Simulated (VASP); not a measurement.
HC18N, 20 atoms in the cell. The cell holds a slab with vacuum, 20 atoms: a = 7.398 Å, b = 7.398 Å, c = 12.000 Å, α = 90.00°, β = 90.00°, γ = 120.00°. 

| Quantity | Value |
| --- | --- |
| Program | VASP 6.6.1 |
| Task | single point |
| Functional | PBE |
| Potentials or basis | VASP PAW PBE potentials, release 64 (C, N, H) |
| Cutoff | 520 eV |
| k mesh | 2 × 2 × 1 |
| Occupations | fermi-dirac, width 0.05 eV |
| Spin | no spin polarisation |
| Dipole correction | no |
| Further INCAR settings | LREAL = Auto; ALGO = Normal; EDIFF = 1e-06; NBANDS = 55 |

Potentials or basis: VASP PAW PBE potentials, release 64 (C, N, H).

Run with:

```console
$ cat potpaw_PBE.64/C/POTCAR potpaw_PBE.64/N/POTCAR potpaw_PBE.64/H/POTCAR > POTCAR
$ mpirun -np 1 vasp_std > vasp.out
```

Hardware: 1 thread of Intel(R) Xeon(R) 6975P-C (Granite Rapids), on a shared host.

**Question.** How long does it take, and how much memory?

**Answer.** It took 2.9 min on 1 thread of Intel(R) Xeon(R) 6975P-C (Granite Rapids), with other jobs on the host, peak memory 0.58 GiB. Counts: scf iterations 22, k points 4.
